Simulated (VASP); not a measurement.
A run of VASP 6.6.1 is set up as follows.

INCAR

```
SYSTEM = O
ALGO = Normal
EDIFF = 1E-6
EDIFFG = -0.02
ENCUT = 600
GGA = PS
IBRION = 2
ISIF = 3
ISMEAR = -1
LASPH = .TRUE.
LCHARG = .FALSE.
LREAL = .FALSE.
LWAVE = .FALSE.
NELM = 100
NSW = 80
PREC = Accurate
SIGMA = 0.1
```

The input KPOINTS:

```
k-points
0
G
  8 8 8
  0 0 0
```

The input POSCAR:

```
O
1.0
    0.0000000000      2.1708560000      2.1708560000
    2.1708560000      0.0000000000      2.1708560000
    2.1708560000      2.1708560000      0.0000000000
O
2
Direct
    0.2500000000      0.2500000000      0.2500000000
    0.0000000000      0.0000000000      0.0000000000
```

Potentials or basis: VASP PAW PBE potentials, release 64 (O).

Launch:

```sh
$ cat potpaw_PBE.64/O/POTCAR > POTCAR
$ mpirun -np 1 vasp_std > vasp.out
```

(1) Estimate the relaxed volume.

(2) What does it give for the space group after relaxing (to 0.05 Å)?

(3) Estimate the relaxed cell.

Results:

(1) 10.19 Å³/atom.

(2) Fd-3m (No. 227).

(3) a = 3.066 Å, b = 3.066 Å, c = 3.066 Å, α = 60.00°, β = 60.00°, γ = 60.00°.

Caveat: the PAW data sets were made with another functional, which shifts forces and pressure a little.
